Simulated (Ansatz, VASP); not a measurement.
# Two plane-wave programs on SiC

The input INCAR:

```
SYSTEM = SiC
ALGO = Normal
EDIFF = 1E-8
ENCUT = 520
GGA = PE
ISIF = 2
ISMEAR = 0
LASPH = .True.
LCHARG = .False.
LEFG = .True.
LREAL = Auto
LWAVE = .False.
NBANDS = 86
NELM = 60
PREC = Accurate
SIGMA = 0.01
```

File KPOINTS:

```
k-points
0
Gamma
  4 4 2
  0 0 0
```

POSCAR

```
SiC
1.0
    6.1470278564      0.0000000000      0.0000000000
   -3.0735139282      5.3234822814      0.0000000000
    0.0000000000      0.0000000000     10.0904954200
Si C
16 16
Direct
    0.1666666667      0.3333333333      0.2498012000
    0.1666666667      0.3333333333      0.7498012000
    0.1666666667      0.8333333333      0.2498012000
    0.1666666667      0.8333333333      0.7498012000
    0.6666666667      0.3333333333      0.2498012000
    0.6666666667      0.3333333333      0.7498012000
    0.6666666667      0.8333333333      0.2498012000
    0.6666666667      0.8333333333      0.7498012000
    0.3333333333      0.1666666667      0.4998012000
    0.3333333333      0.1666666667      0.9998012000
    0.3333333333      0.6666666667      0.4998012000
    0.3333333333      0.6666666667      0.9998012000
    0.8333333333      0.1666666667      0.4998012000
    0.8333333333      0.1666666667      0.9998012000
    0.8333333333      0.6666666667      0.4998012000
    0.8333333333      0.6666666667      0.9998012000
    0.1666666667      0.3333333333      0.4376988000
    0.1666666667      0.3333333333      0.9376988000
    0.1666666667      0.8333333333      0.4376988000
    0.1666666667      0.8333333333      0.9376988000
    0.6666666667      0.3333333333      0.4376988000
    0.6666666667      0.3333333333      0.9376988000
    0.6666666667      0.8333333333      0.4376988000
    0.6666666667      0.8333333333      0.9376988000
    0.3333333333      0.1666666667      0.1876988000
    0.3333333333      0.1666666667      0.6876988000
    0.3333333333      0.6666666667      0.1876988000
    0.3333333333      0.6666666667      0.6876988000
    0.8333333333      0.1666666667      0.1876988000
    0.8333333333      0.1666666667      0.6876988000
    0.8333333333      0.6666666667      0.1876988000
    0.8333333333      0.6666666667      0.6876988000
```

Input for Ansatz:

```yaml
crystal:
  lattice:
    - [6.1470278564, 0.0, 0.0]
    - [-3.0735139282, 5.3234822814, 0.0]
    - [0.0, 0.0, 10.09049542]
  atoms:
    - { symbol: Si, position: [0.1666666667, 0.3333333333, 0.2498012] }
    - { symbol: Si, position: [0.1666666667, 0.3333333333, 0.7498012] }
    - { symbol: Si, position: [0.1666666667, 0.8333333333, 0.2498012] }
    - { symbol: Si, position: [0.1666666667, 0.8333333333, 0.7498012] }
    - { symbol: Si, position: [0.6666666667, 0.3333333333, 0.2498012] }
    - { symbol: Si, position: [0.6666666667, 0.3333333333, 0.7498012] }
    - { symbol: Si, position: [0.6666666667, 0.8333333333, 0.2498012] }
    - { symbol: Si, position: [0.6666666667, 0.8333333333, 0.7498012] }
    - { symbol: Si, position: [0.3333333333, 0.1666666667, 0.4998012] }
    - { symbol: Si, position: [0.3333333333, 0.1666666667, 0.9998012] }
    - { symbol: Si, position: [0.3333333333, 0.6666666667, 0.4998012] }
    - { symbol: Si, position: [0.3333333333, 0.6666666667, 0.9998012] }
    - { symbol: Si, position: [0.8333333333, 0.1666666667, 0.4998012] }
    - { symbol: Si, position: [0.8333333333, 0.1666666667, 0.9998012] }
    - { symbol: Si, position: [0.8333333333, 0.6666666667, 0.4998012] }
    - { symbol: Si, position: [0.8333333333, 0.6666666667, 0.9998012] }
    - { symbol: C, position: [0.1666666667, 0.3333333333, 0.4376988] }
    - { symbol: C, position: [0.1666666667, 0.3333333333, 0.9376988] }
    - { symbol: C, position: [0.1666666667, 0.8333333333, 0.4376988] }
    - { symbol: C, position: [0.1666666667, 0.8333333333, 0.9376988] }
    - { symbol: C, position: [0.6666666667, 0.3333333333, 0.4376988] }
    - { symbol: C, position: [0.6666666667, 0.3333333333, 0.9376988] }
    - { symbol: C, position: [0.6666666667, 0.8333333333, 0.4376988] }
    - { symbol: C, position: [0.6666666667, 0.8333333333, 0.9376988] }
    - { symbol: C, position: [0.3333333333, 0.1666666667, 0.1876988] }
    - { symbol: C, position: [0.3333333333, 0.1666666667, 0.6876988] }
    - { symbol: C, position: [0.3333333333, 0.6666666667, 0.1876988] }
    - { symbol: C, position: [0.3333333333, 0.6666666667, 0.6876988] }
    - { symbol: C, position: [0.8333333333, 0.1666666667, 0.1876988] }
    - { symbol: C, position: [0.8333333333, 0.1666666667, 0.6876988] }
    - { symbol: C, position: [0.8333333333, 0.6666666667, 0.1876988] }
    - { symbol: C, position: [0.8333333333, 0.6666666667, 0.6876988] }
kpoints:
  mp_grid: { grid: [4, 4, 2] }
scf:
  occupations: { method: fixed }
hamiltonian:
  xc: pbe
  pseudopotentials: { kind: paw }
output:
  forces: true
  efg: { contact_densities: true }
  core_levels:
    shells: { C: "1s", Si: "2p" }
    counted_from: valence_top
    eps_inf: [6.893, 6.893, 7.271]
    add_spin: false
```

Alike in both runs: task electric field gradients; functional PBE; k mesh 4 × 4 × 2; no spin polarisation.

|  | VASP | Ansatz |
| --- | --- | --- |
| version | VASP 6.6.1 | Ansatz 0.2.0 |
| potentials or method | VASP PAW PBE potentials, release 64 (Si, C) | plane-wave PAW, scalar-relativistic |
| plane-wave cutoff (eV) | 520 | 420 |
| occupations | gaussian, width 0.01 eV | fixed |
| valence electrons in the cell | 128 | 128 |

|  | VASP | Ansatz | Ansatz less VASP |
| --- | --- | --- | --- |
| gap on the k mesh at the Fermi level (eV) | 2.52 | 2.53 | +0.004 |
| size of Vzz on the site where it differs most (V/Å²) | 3.4 | 3.2 | -0.20 |
